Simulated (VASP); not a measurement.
Runs of VASP 6.6.1 on Te. The structure is that of space group R-3m (No. 166), or close to it. The cells are those of the table. 

| cell | gap on the mesh (eV) | pressure (GPa) |
| --- | --- | --- |
| a = 3.234 Å, angles 93.2°, 1 atom | none | -3.9 |
| a = 3.208 Å, angles 93.2°, 1 atom | none | (b) |
| a = 3.238 Å, angles 94.2°, 1 atom | none | -4.1 |
| a = 3.232 Å, angles 92.3°, 1 atom | none | (a) |
| a = 3.205 Å, angles 92.3°, 1 atom | none | -2.8 |

Alike in all rows: task single point; level PBEsol; potentials or basis VASP PAW PBE potentials, release 64 (Te); no spin polarisation; k mesh 15 × 15 × 15; cutoff (eV) 520; smearing gaussian 0.15 eV.

Question: Fill in the values left out.

Answer: (a) -3.8; (b) -2.9.

Caveats: the PAW data sets were made with another functional, which shifts forces and pressure a little; spin-orbit coupling is left out, which moves the levels of the heavy elements.

A k mesh can miss the band edges, and the runs leave out spin-orbit coupling on Te.

A gap of «none» marks levels without a gap at the run's occupations.
